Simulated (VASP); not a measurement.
# SiO2 (P4_32_12) in VASP: notebook

SiO2 is run at these levels: LDA, r2SCAN; tasks: single point.

All numbers are computed with VASP 6.6.1; they aren't measurements. Logs are shortened: lines on timing, memory, paths and dates and some standing lists are left out, and cuts for length are marked.

### Step 1. The cell of the first run

It takes space group P4_32_12 (No. 96, tetragonal). Conventional cell: a = 4.948 Å, b = 4.948 Å, c = 6.878 Å, α = 90.00°, β = 90.00°, γ = 90.00°. Si (site symmetry 2) has 4 O at 1.61 Å within 2.1 Å. Within 2.1 Å of O (site symmetry 1) lie 2 Si at 1.61 Å.

### Step 2. Single point, LDA

INCAR reads:

```
SYSTEM = SiO2
  PREC = Accurate
  ENCUT = 520
  EDIFF = 1E-6
  ISMEAR = -1
  SIGMA = 0.05
  LREAL = .False.
  LASPH = .True.
  NELM = 100
  ALGO = Normal
  ISIF = 2
  LWAVE = .False.
  LCHARG = .False.
  NBANDS = 44
```

KPOINTS reads:

```
regular mesh
0
Gamma
  6 6 4
  0 0 0
```

POSCAR reads:

```
SiO2
1.0
    4.9482031432      0.0000000000      0.0000000000
    0.0000000000      4.9482031432      0.0000000000
    0.0000000000      0.0000000000      6.8779796582
Si O
4 8
Direct
    0.8038722269      0.8038722269      0.5000000000
    0.6961277731      0.3038722269      0.2500000000
    0.3038722269      0.6961277731      0.7500000000
    0.1961277731      0.1961277731      0.0000000000
    0.7624864356      0.1123317513      0.4328524222
    0.8876682487      0.2375135644      0.0671475778
    0.1123317513      0.7624864356      0.5671475778
    0.2624864356      0.3876682487      0.8171475778
    0.2375135644      0.8876682487      0.9328524222
    0.7375135644      0.6123317513      0.3171475778
    0.3876682487      0.2624864356      0.1828524222
    0.6123317513      0.7375135644      0.6828524222
```

Potentials or basis: VASP PAW LDA potentials, release 64 (Si, O).

On the command line:

```bash
cat potpaw_LDA.64/Si/POTCAR potpaw_LDA.64/O/POTCAR > POTCAR
mpirun -np 1 vasp_std > vasp.out
```

OUTCAR:

```text
SYSTEM = SiO2
   PREC = Accurate
   ENCUT = 520
   EDIFF = 1E-6
   ISMEAR = -1
   LREAL = .False.
   LASPH = .True.
   NELM = 100
   ISIF = 2

 ion  position               nearest neighbor table
   1  0.804  0.804  0.500-   5 1.61   7 1.61  10 1.61  12 1.61   2 3.06   3 3.06   2 3.06   3 3.06

   2  0.696  0.304  0.250-  10 1.61  11 1.61   5 1.61   6 1.61   1 3.06   4 3.06   1 3.06   4 3.06

   3  0.304  0.696  0.750-   8 1.61  12 1.61   9 1.61   7 1.61   1 3.06   4 3.06   4 3.06   1 3.06

   4  0.196  0.196  0.000-   6 1.61   9 1.61   8 1.61  11 1.61   2 3.06   3 3.06   3 3.06   2 3.06

   5  0.762  0.112  0.433-   1 1.61   2 1.61
   6  0.888  0.238  0.067-   4 1.61   2 1.61
   7  0.112  0.762  0.567-   1 1.61   3 1.61
   8  0.262  0.388  0.817-   3 1.61   4 1.61
   9  0.238  0.888  0.933-   4 1.61   3 1.61
  10  0.738  0.612  0.317-   2 1.61   1 1.61
  11  0.388  0.262  0.183-   2 1.61   4 1.61
  12  0.612  0.738  0.683-   3 1.61   1 1.61

  LATTYP: Found a simple tetragonal cell.
 ALAT       =     4.9482031432
 C/A-ratio  =     1.3899954103

  Lattice vectors:

 A1 = (   4.9482031432,   0.0000000000,   0.0000000000)
 A2 = (   0.0000000000,   4.9482031432,   0.0000000000)
 A3 = (   0.0000000000,   0.0000000000,   6.8779796582)

Analysis of symmetry for initial positions (statically):
=====================================================================
 Subroutine PRICEL returns:
 Original cell was already a primitive cell.

 Routine SETGRP: Setting up the symmetry group for a
 simple tetragonal supercell.

 Subroutine GETGRP returns: Found  8 space group operations
 (whereof  2 operations were pure point group operations)
 out of a pool of 16 trial point group operations.

The static configuration has the point symmetry C_2 .
 The point group associated with its full space group is D_4 .

Analysis of symmetry for dynamics (positions and initial velocities):
=====================================================================
 Subroutine PRICEL returns:
 Original cell was already a primitive cell.

 Routine SETGRP: Setting up the symmetry group for a
 simple tetragonal supercell.

 Subroutine GETGRP returns: Found  8 space group operations
 (whereof  2 operations were pure point group operations)
 out of a pool of 16 trial point group operations.

The dynamic configuration has the point symmetry C_2 .
 The point group associated with its full space group is D_4 .

 Subroutine INISYM returns: Found  8 space group operations
 (whereof  2 operations are pure point group operations),
 and found     1 'primitive' translations

----------------------------------------------------------------------------------------

                                     Primitive cell

  volume of cell :     168.4054

  direct lattice vectors                    reciprocal lattice vectors
     4.948203143  0.000000000  0.000000000     0.202093562  0.000000000  0.000000000
     0.000000000  4.948203143  0.000000000     0.000000000  0.202093562  0.000000000
     0.000000000  0.000000000  6.877979658     0.000000000  0.000000000  0.145391532

  length of vectors
     4.948203143  4.948203143  6.877979658     0.202093562  0.202093562  0.145391532

  position of ions in fractional coordinates (direct lattice)
     0.803872227  0.803872227  0.500000000
     0.696127773  0.303872227  0.250000000
     0.303872227  0.696127773  0.750000000
     0.196127773  0.196127773  0.000000000
     0.762486436  0.112331751  0.432852422
     0.887668249  0.237513564  0.067147578
     0.112331751  0.762486436  0.567147578
     0.262486436  0.387668249  0.817147578
     0.237513564  0.887668249  0.932852422
     0.737513564  0.612331751  0.317147578
     0.387668249  0.262486436  0.182852422
     0.612331751  0.737513564  0.682852422

  ion indices of the primitive-cell ions
   primitive index   ion index
                 1           1
                 2           2
                 3           3
                 4           4
                 5           5
                 6           6
                 7           7
                 8           8
                 9           9
                10          10
                11          11
                12          12

----------------------------------------------------------------------------------------

 KPOINTS: regular mesh

Automatic generation of k-mesh.
 Grid dimensions read from file:
 generate k-points for:    6    6    4

 Generating k-lattice:

  Cartesian coordinates                     Fractional coordinates (reciprocal lattice)
     0.033682260  0.000000000  0.000000000     0.166666667  0.000000000  0.000000000
     0.000000000  0.033682260  0.000000000     0.000000000  0.166666667  0.000000000
     0.000000000  0.000000000  0.036347883     0.000000000  0.000000000  0.250000000

  Length of vectors
     0.033682260  0.033682260  0.036347883

  Shift w.r.t. Gamma in fractional coordinates (k-lattice)
     0.000000000  0.000000000  0.000000000

 Subroutine IBZKPT returns following result:
 ===========================================

 Found     30 irreducible k-points:

 Following reciprocal coordinates:
            Coordinates               Weight
  0.000000  0.000000  0.000000      1.000000
  0.166667  0.000000  0.000000      4.000000
  0.333333  0.000000  0.000000      4.000000
  0.500000  0.000000  0.000000      2.000000
  0.166667  0.166667  0.000000      4.000000
  0.333333  0.166667  0.000000      8.000000
[... 16 lines left out ...]
  0.333333  0.000000  0.500000      4.000000
  0.500000  0.000000  0.500000      2.000000
 [... further k-points ...]
   k-points           NKPTS =     30   k-points in BZ     NKDIM =     30   number of bands    NBANDS=     44
   number of dos      NEDOS =    301   number of ions     NIONS =     12
   total plane-waves  NPLWV =  86400
   dimension x,y,z NGX =    40 NGY =   40 NGZ =   54
   dimension x,y,z NGXF=    80 NGYF=   80 NGZF=  108
   ions per type =               4   8
   NGX,Y,Z   is equivalent  to a cutoff of  13.44, 13.44, 13.05 a.u.
   NGXF,Y,Z  is equivalent  to a cutoff of  26.88, 26.88, 26.10 a.u.
 SYSTEM =  SiO2
   PREC   = accura    normal or accurate (medium, high low for compatibility)
   ISTART =      0    job   : 0-new  1-cont  2-samecut
   ICHARG =      2    charge: 1-file 2-atom 10-const
   ISPIN  =      1    spin polarized calculation?
   LNONCOLLINEAR =      F non collinear calculations
   LSORBIT =      F    spin-orbit coupling
   LASPH  =      T    aspherical Exc in radial PAW
   ENCUT  =  520.0 eV  38.22 Ry    6.18 a.u.   9.20  9.20 12.79*2*pi/ulx,y,z
   NELM   =    100;   NELMIN=  2; NELMDL= -5     # of ELM steps
   EDIFF  = 0.1E-05   stopping-criterion for ELM
   LREAL  =      F    real-space projection
   EDIFFG = 0.1E-04   stopping-criterion for IOM
   NSW    =      0    number of steps for IOM
   IBRION =     -1    ionic relax: 0-MD 1-quasi-New 2-CG
   NFREE  =      0    steps in history (QN), initial steepest desc. (CG)
   ISIF   =      2    stress and relaxation
   ISYM   =      2    0-nonsym 1-usesym 2-fastsym
   POTIM  = 0.5000    time-step for ionic-motion
   TEBEG  =    0.0;   TEEND  =   0.0 temperature during run
   PSTRESS=    0.0 pullay stress
   NELECT =      64.0000    total number of electrons
   NUPDOWN=      -1.0000    fix difference up-down
   EMIN   =  10.00;   EMAX   =-10.00  energy-range for DOS
   EFERMI =   0.00;   METHOD = LEGACY
   ISMEAR =    -1;   SIGMA  =   0.05  broadening in eV -4-tet -1-fermi 0-gaus
   EFERMI_NEDOS =   21; number of points for ismear=-14 and -15
   IALGO  =     38    algorithm
   IMIX   =      4    mixing-type and parameters
     AMIX     =   0.40;   BMIX     =  1.00
     AMIX_MAG =   1.60;   BMIX_MAG =  1.00
  volume/ion in A,a.u.               =      14.03        94.70
  Fermi-wavevector in a.u.,A,eV,Ry     =   1.185813  2.240862 19.131863  1.406152
  Thomas-Fermi vector in A             =   2.321999
   LORBIT       =      0    0 simple, 1 ext, 2 COOP (PROOUT), +10 PAW based schemes
   GGA     = CA    functional components
   LHFCALC =     F    Hartree Fock is set to
   AEXX    =    0.0000 exact exchange contribution
   IVDW    =     0    specifies the selected vdW correction
   LEPSILON=     F    determine dielectric tensor
   LRPA    =     F    only Hartree local field effects (RPA)
 non-spin polarized calculation
  energy-cutoff  :      520.00
  volume of cell :      168.41
 maximum number of plane-waves:      4560
 NGX is ok and might be reduce to    40
   NGX = 19   NGY = 19   NGZ = 25

 number of electron      63.9999967 magnetization

 Free energy of the ion-electron system (eV)
  ---------------------------------------------------
  ext. energy  EPLUGINS =         0.00000000
  ---------------------------------------------------
  free energy    TOTEN  =      -103.74604079 eV

  energy without entropy =     -103.74604079  energy(sigma->0) =     -103.74604079

 E-fermi :   1.1118     XC(G=0):  -9.1107

 val. band max:        0.0174566803   @ k =   0.0000   0.0000   0.0000
 cond. band min:       5.5671352559   @ k =   0.0000   0.0000   0.0000
 fundamental gap:      5.5496785756
 Fermi energy:         1.1117817152

 k-point     1 :       0.0000    0.0000    0.0000
  band No.  band energies     occupation
      1     -19.2561      2.00000
      2     -18.3100      2.00000
      3     -18.3100      2.00000
      4     -17.0836      2.00000
      5     -17.0312      2.00000
      6     -17.0239      2.00000
[... 36 lines left out ...]
     43      11.3019      0.00000
     44      11.4923      0.00000

 k-point     2 :       0.1667    0.0000    0.0000
  band No.  band energies     occupation
      1     -19.1951      2.00000
      2     -18.3710      2.00000
      3     -18.2381      2.00000
      4     -17.1241      2.00000
      5     -17.0884      2.00000
      6     -17.0467      2.00000
[... 1026 lines left out ...]
 k-point    24 :       0.5000    0.0000    0.5000
  band No.  band energies     occupation
      1     -18.7793      2.00000
      2     -18.7793      2.00000
      3     -17.7559      2.00000
      4     -17.7559      2.00000
      5     -17.0821      2.00000
      6     -17.0821      2.00000
[... 36 lines left out ...]
     43      11.2569      0.00000
     44      11.2578      0.00000

 [... further k-points ...]
[... 5 lines left out ...]
  --------------------------------------------------------------------------------------
  -------------------------------------------------------------------------------------
  Total        0.6190908      0.6190908      0.5641839      0.0000000      0.0000000      0.0000000
  in kB        5.8899151      5.8899151      5.3675407      0.0000000      0.0000000      0.0000000
  external PRESSURE =       5.7157903 kB  Pullay stress =       0.0000000 kB

 VOLUME and BASIS-vectors are now :
 -----------------------------------------------------------------------------
  energy-cutoff  :      520.00
  volume of cell :      168.41
      direct lattice vectors                 reciprocal lattice vectors
     4.948203143  0.000000000  0.000000000     0.202093562  0.000000000  0.000000000
     0.000000000  4.948203143  0.000000000     0.000000000  0.202093562  0.000000000
     0.000000000  0.000000000  6.877979658     0.000000000  0.000000000  0.145391532

 POSITION                                       TOTAL-FORCE (eV/Angst)
 -----------------------------------------------------------------------------------
      3.97772      3.97772      3.43899         0.019606      0.019606      0.000000
      3.44458      1.50362      1.71949        -0.019606      0.019606      0.000000
      1.50362      3.44458      5.15848         0.019606     -0.019606     -0.000000
      0.97048      0.97048      0.00000        -0.019606     -0.019606      0.000000
      3.77294      0.55584      2.97715         0.002803      0.019263      0.020058
      4.39236      1.17527      0.46184        -0.019263     -0.002803     -0.020058
      0.55584      3.77294      3.90083         0.019263      0.002803     -0.020058
      1.29884      1.91826      5.62032         0.002803     -0.019263     -0.020058
      1.17527      4.39236      6.41614        -0.002803     -0.019263      0.020058
      3.64937      3.02994      2.18133        -0.002803      0.019263     -0.020058
      1.91826      1.29884      1.25766        -0.019263      0.002803      0.020058
      3.02994      3.64937      4.69665         0.019263     -0.002803      0.020058
 -----------------------------------------------------------------------------------
    total drift:                               -0.000000      0.000000     -0.000000

  FREE ENERGIE OF THE ION-ELECTRON SYSTEM (eV)
  ---------------------------------------------------
  free  energy   TOTEN  =      -103.7460407867 eV

  energy  without entropy=     -103.7460407867  energy(sigma->0) =     -103.74604079
```

Run time: 89 s. Hardware: 1 thread of Intel Xeon Platinum 8559C (Emerald Rapids), shared host; peak memory 0.31 GiB.

What came out:

| Quantity | Value |
| --- | --- |
| Free energy | -103.7460 eV |
| Pressure | 0.6 GPa |
| Largest force | 0.028 eV/Å |
| Band gap on the k mesh | 5.55 eV, direct |

Forces in eV/Å, atoms in the order of the input:
```
Si   0.020  0.020  0.000
Si  -0.020  0.020  0.000
Si   0.020 -0.020  0.000
Si  -0.020 -0.020  0.000
O    0.003  0.019  0.020
O   -0.019 -0.003 -0.020
O    0.019  0.003 -0.020
O    0.003 -0.019 -0.020
O   -0.003 -0.019  0.020
O   -0.003  0.019 -0.020
O   -0.019  0.003  0.020
O    0.019 -0.003  0.020
```

Levels at points of the mesh, in eV from the valence-band top:
| k point | band 30 | band 31 | band 32 | band 33 | band 34 | band 35 |
| --- | --- | --- | --- | --- | --- | --- |
| (0.00, 0.00, 0.00) | -0.31 | -0.31 | 0.00 | 5.55 | 8.60 | 8.60 |
| (0.50, 0.00, 0.00) | -0.66 | -0.50 | -0.50 | 7.61 | 7.61 | 9.01 |
| (0.50, 0.50, 0.00) | -0.60 | -0.54 | -0.54 | 8.53 | 8.53 | 8.69 |
| (0.00, 0.00, 0.50) | -0.55 | -0.40 | -0.40 | 6.82 | 6.82 | 9.17 |
| (0.50, 0.00, 0.50) | -0.94 | -0.18 | -0.18 | 7.99 | 7.99 | 8.76 |
| (0.50, 0.50, 0.50) | -0.61 | -0.61 | -0.61 | 9.04 | 9.04 | 9.04 |

(Continued in part 2 of 2.)
